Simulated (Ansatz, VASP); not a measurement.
**Two plane-wave programs on CaC2**

Contents of INCAR:

```
PREC = Accurate
ENCUT = 520
EDIFF = 1E-6
ISMEAR = 0
SIGMA = 0.05
LREAL = F
LASPH = T
NELM = 80
ALGO = Normal
ISIF = 2
LWAVE = F
LCHARG = T
LELF = T
LVHAR = T
NBANDS = 16
```

The input KPOINTS:

```
regular mesh
0
Gamma
  10 10 10
```

Contents of POSCAR:

```
CaC2
1.0
   -1.9826560644      1.9826560644      3.3622168046
    1.9826560644     -1.9826560644      3.3622168046
    1.9826560644      1.9826560644     -3.3622168046
Ca C
1 2
Direct
    0.0000000000      0.0000000000      0.0000000000
    0.5978927200      0.5978927200      0.0000000000
    0.4021072800      0.4021072800      0.0000000000
```

Input for Ansatz:

```yaml
crystal:
  lattice:
    - [-1.9826560644, 1.9826560644, 3.3622168046]
    - [1.9826560644, -1.9826560644, 3.3622168046]
    - [1.9826560644, 1.9826560644, -3.3622168046]
  atoms:
    - { symbol: Ca, position: [0.0, 0.0, 0.0] }
    - { symbol: C, position: [0.59789272, 0.59789272, 0.0] }
    - { symbol: C, position: [0.40210728, 0.40210728, 0.0] }
basis:
  ecutwfc: 420
kpoints:
  mp_grid: { grid: [10, 10, 10] }
hamiltonian:
  xc: lda
scf:
  occupations: { method: gaussian, width: 0.05 }
output:
  forces: true
  stress: true
  eigenvalues: true
```

Change from the starting cell: strain +0.025 along x and y, +0.050 along z, atoms carried along.

Alike in both runs: task single point; functional LDA; k mesh 10 × 10 × 10; occupations gaussian, width 0.05 eV; no spin polarisation.

|  | VASP | Ansatz |
| --- | --- | --- |
| version | VASP 6.6.1 | Ansatz 0.2.0 |
| potentials or method | VASP PAW LDA potentials, release 64 (Ca_sv, C), cutoff 520 eV | scalar-relativistic, plane waves, PAW |
| valence electrons in the cell | 18 | 18 |

```csv
,VASP,Ansatz,Ansatz less VASP
gap on the k mesh at the Fermi level (eV),1.19,1.21,+0.012
least direct gap on the mesh (eV),2.18,2.19,+0.012
pressure (GPa),-12.9,-13.2,-0.27
"traceless stress, the component that is largest in VASP (GPa)",-12.85,-13.09,-0.236
rms of the force components (eV/Å),1.648,1.685,+0.0374
```

LDA's correlation is that of Perdew and Zunger in VASP and of Perdew and Wang (1992) in Ansatz. Atom by atom the forces differ by 0.037 eV/Å (rms over components).
